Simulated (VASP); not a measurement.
Crystal: TePb.

```xyz
2
Lattice="0.0000 3.2310 3.2310 3.2310 0.0000 3.2310 3.2310 3.2310 0.0000" Properties=species:S:1:pos:R:3 pbc="T T T"
Te    3.2310    3.2310    3.2310
Pb    0.0000    0.0000    0.0000
```

* Program: VASP 6.6.1
* Task: relaxation of cell and atoms
* Functional: PBE
* Potentials or basis: VASP PAW PBE potentials, release 64 (Te, Pb_d)
* Cutoff: 600 eV
* k mesh: 6 × 6 × 6
* Occupations: gaussian, width 0.01 eV
* Spin: no spin polarisation

At the start: pressure 2.1 GPa; volume 33.73 Å³/atom.

Task: How do energy, volume and symmetry change on relaxing?

Result: Over 3 steps the energy falls by 10.7 meV/atom and the volume is 35.42 Å³/atom (+5.0 %); space group Fm-3m (No. 225, to 0.05 Å).

The path:
```tsv
step	energy change (eV)	largest force (eV/Å)	pressure (GPa)	volume (Å³)
1	0.0000	0.0000	2.11	67.46
2	-0.0196	0.0000	-0.55	71.89
3	-0.0214	0.0000	0.00	70.84
```

Final structure:
```
Te Pb
1.0
     0.00000    3.28417    3.28417
     3.28417    0.00000    3.28417
     3.28417    3.28417    0.00000
Te Pb
1 1
Cartesian
  3.2842 3.2842 3.2842
  0.0000 0.0000 0.0000
```
